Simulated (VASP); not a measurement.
# InSe in VASP: notebook

InSe is run at these levels: PBE+D3(BJ); tasks: single point.

Program: VASP 6.6.1. These are calculated values, not measurements. Logs are shortened: lines on timing, memory, paths and dates and some standing lists are left out, and cuts for length are marked.

### Step 1. The cell of the first run

The cell holds a slab with vacuum, 4 atoms: a = 4.228 Å, b = 4.228 Å, c = 36.720 Å, α = 90.00°, β = 90.00°, γ = 120.00°.

### Step 2. Single point, PBE+D3(BJ)

Contents of INCAR:

```
SYSTEM = InSe
  PREC = Accurate
  ENCUT = 520
  EDIFF = 1E-6
  ISMEAR = 0
  SIGMA = 0.02
  LREAL = .False.
  LASPH = .True.
  NELM = 80
  ALGO = Normal
  ISIF = 2
  LWAVE = .False.
  LCHARG = .False.
  LDIPOL = .True.
  IDIPOL = 3
  DIPOL = 0.5 0.5 0.500
  GGA = PE
  IVDW = 12
  NBANDS = 27
```

Contents of KPOINTS:

```
regular mesh
0
Gamma
  9 9 1
  0 0 0
```

Contents of POSCAR:

```
InSe
1.0
    4.2280000000      0.0000000000      0.0000000000
   -2.1140000000      3.6615554072      0.0000000000
    0.0000000000      0.0000000000     36.7199571806
Se In
2 2
Direct
    0.0000000000      0.0000000000      0.4298335320
    0.0000000000      0.0000000000      0.5701387065
    0.6666666667      0.3333333333      0.4635837234
    0.6666666667      0.3333333333      0.5363885708
```

Potentials or basis: VASP PAW PBE potentials, release 64 (Se, In_d).

Started as:

```sh
$ cat potpaw_PBE.64/Se/POTCAR potpaw_PBE.64/In_d/POTCAR > POTCAR
$ mpirun -np 1 vasp_std > vasp.out
```

OUTCAR:

```text
SYSTEM = InSe
   PREC = Accurate
   ENCUT = 520
   EDIFF = 1E-6
   ISMEAR = 0
   LREAL = .False.
   LASPH = .True.
   NELM = 80
   ISIF = 2
   GGA = PE
   IVDW = 12
 IVDW          = 12

 ion  position               nearest neighbor table
   1  0.000  0.000  0.430-   3 2.74   3 2.74   3 2.74
   2  0.000  0.000  0.570-   4 2.74   4 2.74   4 2.74
   3  0.667  0.333  0.464-   4 2.67   1 2.74   1 2.74   1 2.74
   4  0.667  0.333  0.536-   3 2.67   2 2.74   2 2.74   2 2.74

  LATTYP: Found a hexagonal cell.
 ALAT       =     4.2280000000
 C/A-ratio  =     8.6849472991

  Lattice vectors:

 A1 = (   4.2280000000,   0.0000000000,   0.0000000000)
 A2 = (  -2.1140000000,   3.6615554072,   0.0000000000)
 A3 = (   0.0000000000,   0.0000000000,  36.7199571806)

Analysis of symmetry for initial positions (statically):
=====================================================================
 Subroutine PRICEL returns:
 Original cell was already a primitive cell.

 Routine SETGRP: Setting up the symmetry group for a
 hexagonal supercell.

 Subroutine GETGRP returns: Found 12 space group operations
 (whereof  6 operations were pure point group operations)
 out of a pool of 24 trial point group operations.

The static configuration has the point symmetry C_3v.
 The point group associated with its full space group is D_3h.

Analysis of symmetry for dynamics (positions and initial velocities):
=====================================================================
 Subroutine PRICEL returns:
 Original cell was already a primitive cell.

 Routine SETGRP: Setting up the symmetry group for a
 hexagonal supercell.

 Subroutine GETGRP returns: Found 12 space group operations
 (whereof  6 operations were pure point group operations)
 out of a pool of 24 trial point group operations.

The dynamic configuration has the point symmetry C_3v.
 The point group associated with its full space group is D_3h.

 Subroutine INISYM returns: Found 12 space group operations
 (whereof  6 operations are pure point group operations),
 and found     1 'primitive' translations

----------------------------------------------------------------------------------------

                                     Primitive cell

  volume of cell :     568.4637

  direct lattice vectors                    reciprocal lattice vectors
     4.228000000  0.000000000  0.000000000     0.236518448  0.136553990  0.000000000
    -2.114000000  3.661555407  0.000000000     0.000000000  0.273107980  0.000000000
     0.000000000  0.000000000 36.719957181     0.000000000  0.000000000  0.027233147

  length of vectors
     4.228000000  4.228000000 36.719957181     0.273107980  0.273107980  0.027233147

  position of ions in fractional coordinates (direct lattice)
     0.000000000  0.000000000  0.429833532
     0.000000000  0.000000000  0.570138707
     0.666666667  0.333333333  0.463583723
     0.666666667  0.333333333  0.536388571

  ion indices of the primitive-cell ions
   primitive index   ion index
                 1           1
                 2           2
                 3           3
                 4           4

----------------------------------------------------------------------------------------

 KPOINTS: regular mesh

Automatic generation of k-mesh.
 Grid dimensions read from file:
 generate k-points for:    9    9    1

 Generating k-lattice:

  Cartesian coordinates                     Fractional coordinates (reciprocal lattice)
     0.026279828  0.015172666  0.000000000     0.111111111 -0.000000000  0.000000000
     0.000000000  0.030345331  0.000000000     0.000000000  0.111111111  0.000000000
     0.000000000  0.000000000  0.027233147     0.000000000  0.000000000  1.000000000

  Length of vectors
     0.030345331  0.030345331  0.027233147

  Shift w.r.t. Gamma in fractional coordinates (k-lattice)
     0.000000000  0.000000000  0.000000000

 Subroutine IBZKPT returns following result:
 ===========================================

 Found     12 irreducible k-points:

 Following reciprocal coordinates:
            Coordinates               Weight
  0.000000  0.000000  0.000000      1.000000
  0.111111 -0.000000  0.000000      6.000000
  0.222222 -0.000000  0.000000      6.000000
  0.333333 -0.000000  0.000000      6.000000
  0.444444 -0.000000  0.000000      6.000000
  0.111111  0.111111  0.000000      6.000000
  0.222222  0.111111  0.000000     12.000000
  0.333333  0.111111  0.000000     12.000000
  0.444444  0.111111  0.000000      6.000000
  0.222222  0.222222  0.000000      6.000000
  0.333333  0.222222  0.000000     12.000000
  0.333333  0.333333  0.000000      2.000000
   k-points           NKPTS =     12   k-points in BZ     NKDIM =     12   number of bands    NBANDS=     27
   number of dos      NEDOS =    301   number of ions     NIONS =      4
   total plane-waves  NPLWV = 286720
   dimension x,y,z NGX =    32 NGY =   32 NGZ =  280
   dimension x,y,z NGXF=    64 NGYF=   64 NGZF=  560
   ions per type =               2   2
   NGX,Y,Z   is equivalent  to a cutoff of  12.58, 12.58, 12.68 a.u.
   NGXF,Y,Z  is equivalent  to a cutoff of  25.16, 25.16, 25.35 a.u.
 SYSTEM =  InSe
   PREC   = accura    normal or accurate (medium, high low for compatibility)
   ISTART =      0    job   : 0-new  1-cont  2-samecut
   ICHARG =      2    charge: 1-file 2-atom 10-const
   ISPIN  =      1    spin polarized calculation?
   LNONCOLLINEAR =      F non collinear calculations
   LSORBIT =      F    spin-orbit coupling
   LASPH  =      T    aspherical Exc in radial PAW
   ENCUT  =  520.0 eV  38.22 Ry    6.18 a.u.   7.86  7.86 68.27*2*pi/ulx,y,z
   NELM   =     80;   NELMIN=  2; NELMDL= -5     # of ELM steps
   EDIFF  = 0.1E-05   stopping-criterion for ELM
   LREAL  =      F    real-space projection
   EDIFFG = 0.1E-04   stopping-criterion for IOM
   NSW    =      0    number of steps for IOM
   IBRION =     -1    ionic relax: 0-MD 1-quasi-New 2-CG
   NFREE  =      0    steps in history (QN), initial steepest desc. (CG)
   ISIF   =      2    stress and relaxation
   ISYM   =      2    0-nonsym 1-usesym 2-fastsym
   POTIM  = 0.5000    time-step for ionic-motion
   TEBEG  =    0.0;   TEEND  =   0.0 temperature during run
   PSTRESS=    0.0 pullay stress
   NELECT =      38.0000    total number of electrons
   NUPDOWN=      -1.0000    fix difference up-down
   EMIN   =  10.00;   EMAX   =-10.00  energy-range for DOS
   EFERMI =   0.00;   METHOD = LEGACY
   ISMEAR =     0;   SIGMA  =   0.02  broadening in eV -4-tet -1-fermi 0-gaus
   EFERMI_NEDOS =   21; number of points for ismear=-14 and -15
   IALGO  =     38    algorithm
   IMIX   =      4    mixing-type and parameters
     AMIX     =   0.40;   BMIX     =  1.00
     AMIX_MAG =   1.60;   BMIX_MAG =  1.00
  volume/ion in A,a.u.               =     142.12       959.05
  Fermi-wavevector in a.u.,A,eV,Ry     =   0.664408  1.255550  6.006136  0.441439
  Thomas-Fermi vector in A             =   1.738087
   LORBIT       =      0    0 simple, 1 ext, 2 COOP (PROOUT), +10 PAW based schemes
   GGA     = PE    functional components
   LHFCALC =     F    Hartree Fock is set to
   AEXX    =    0.0000 exact exchange contribution
   IVDW    =    12    specifies the selected vdW correction
   LEPSILON=     F    determine dielectric tensor
   LRPA    =     F    only Hartree local field effects (RPA)
 non-spin polarized calculation
 Gauss-broadening in eV      SIGMA  =   0.02
  energy-cutoff  :      520.00
  volume of cell :      568.46
 maximum number of plane-waves:     15390
 NGX is ok and might be reduce to    32
   NGX = 15   NGY = 15   NGZ =137

 dipolmoment           0.000000      0.000000      0.000000 electrons x Angstroem

 number of electron      38.0000005 magnetization

 dipolmoment           0.000000      0.000000     -0.000012 electrons x Angstroem

 Free energy of the ion-electron system (eV)
  ---------------------------------------------------
  ext. energy  EPLUGINS =         0.00000000
  ---------------------------------------------------
  free energy    TOTEN  =       -14.07606062 eV

  energy without entropy =      -14.07606062  energy(sigma->0) =      -14.07606062

 E-fermi :  -3.8348     XC(G=0):  -2.1877

 val. band max:       -3.9540661225   @ k =   0.1111  -0.0000   0.0000
 cond. band min:      -2.9473958091   @ k =   0.0000   0.0000   0.0000
 fundamental gap:      1.0066703134
 Fermi energy:        -3.8347615126

 k-point     1 :       0.0000    0.0000    0.0000
  band No.  band energies     occupation
      1     -18.3190      2.00000
      2     -18.0465      2.00000
      3     -18.0465      2.00000
      4     -17.9183      2.00000
      5     -17.9183      2.00000
      6     -17.8857      2.00000
[... 19 lines left out ...]
     26       1.8347      0.00000
     27       1.8358      0.00000

 k-point     2 :       0.1111   -0.0000    0.0000
  band No.  band energies     occupation
      1     -18.3162      2.00000
      2     -18.0661      2.00000
      3     -18.0472      2.00000
      4     -17.9249      2.00000
      5     -17.9124      2.00000
      6     -17.9086      2.00000
[... 19 lines left out ...]
     26       1.8097      0.00000
     27       2.0767      0.00000

 k-point     3 :       0.2222   -0.0000    0.0000
  band No.  band energies     occupation
      1     -18.3092      2.00000
      2     -18.1149      2.00000
      3     -18.0490      2.00000
      4     -17.9629      2.00000
      5     -17.9372      2.00000
      6     -17.8972      2.00000
[... 234 lines left out ...]
      1     -18.2888      2.00000
      2     -18.2069      2.00000
      3     -18.0631      2.00000
      4     -18.0558      2.00000
      5     -17.9421      2.00000
      6     -17.8786      2.00000
[... 19 lines left out ...]
     26       3.3647      0.00000
     27       3.5548      0.00000

 k-point    12 :       0.3333    0.3333    0.0000
  band No.  band energies     occupation
      1     -18.2852      2.00000
      2     -18.2135      2.00000
      3     -18.0667      2.00000
      4     -18.0613      2.00000
      5     -17.9381      2.00000
      6     -17.8819      2.00000
[... 19 lines left out ...]
     26       3.1397      0.00000
     27       3.7557      0.00000

------------------------ aborting loop because EDIFF is reached ----------------------------------------

 vacuum level on the upper side and lower side of the slab       (xc-potential included)        -0.006        -0.006

 Edisp (eV)   -0.81771

 E8    (eV) :    -0.3950

  FORCE on cell =-STRESS in cart. coord.  units (eV):
  Direction    XX          YY          ZZ          XY          YZ          ZX
  --------------------------------------------------------------------------------------
  -------------------------------------------------------------------------------------
  Total      -3.31137    -3.31137     1.51388     0.00000     0.00000     0.00000
  in kB      -9.33286    -9.33286     4.26677     0.00000     0.00000     0.00000
  external pressure =       -4.80 kB  Pullay stress =        0.00 kB

 VOLUME and BASIS-vectors are now :
 -----------------------------------------------------------------------------
  energy-cutoff  :      520.00
  volume of cell :      568.46
      direct lattice vectors                 reciprocal lattice vectors
     4.228000000  0.000000000  0.000000000     0.236518448  0.136553990  0.000000000
    -2.114000000  3.661555407  0.000000000     0.000000000  0.273107980  0.000000000
     0.000000000  0.000000000 36.719957181     0.000000000  0.000000000  0.027233147

 POSITION                                       TOTAL-FORCE (eV/Angst)
 -----------------------------------------------------------------------------------
      0.00000      0.00000     15.78347         0.000000     -0.000000      0.261291
      0.00000      0.00000     20.93547         0.000000     -0.000000     -0.261291
      2.11400      1.22052     17.02277         0.000000     -0.000000     -1.079046
      2.11400      1.22052     19.69617        -0.000000      0.000000      1.079046
 -----------------------------------------------------------------------------------
    total drift:                                0.000000     -0.000000     -0.001462

  FREE ENERGIE OF THE ION-ELECTRON SYSTEM (eV)
  ---------------------------------------------------
  free  energy   TOTEN  =       -14.8937754117 eV

  energy  without entropy=      -14.8937754117  energy(sigma->0) =      -14.89377541

 vacuum level on the upper side and lower side of the slab         1.937         1.937
```

Run time: 3.1 min. Hardware: 1 thread of AMD EPYC 7R13 (Zen 3), shared host; peak memory 0.65 GiB.

Results:

```yaml
Free_energy: -14.8938 eV
Largest_force: 1.079 eV/Å
Band_gap_on_the_k_mesh: 1.01 eV (least direct gap 1.08 eV)
Dispersion_energy_per_atom: -0.204 eV
```

Forces in eV/Å, atoms in the order of the input:
```
Se   0.000  0.000  0.261
Se   0.000  0.000 -0.261
In   0.000  0.000 -1.079
In   0.000  0.000  1.079
```

Levels at points of the mesh, in eV from the valence-band top:
```
           k point  band 17  band 18  band 19  band 20  band 21  band 22
(0.00, 0.00, 0.00)    -0.73    -0.73    -0.08     1.01     2.29     4.26
```

Caveat: spin-orbit coupling is left out, which moves the levels of the heavy elements.

(Continued in part 2 of 2.)
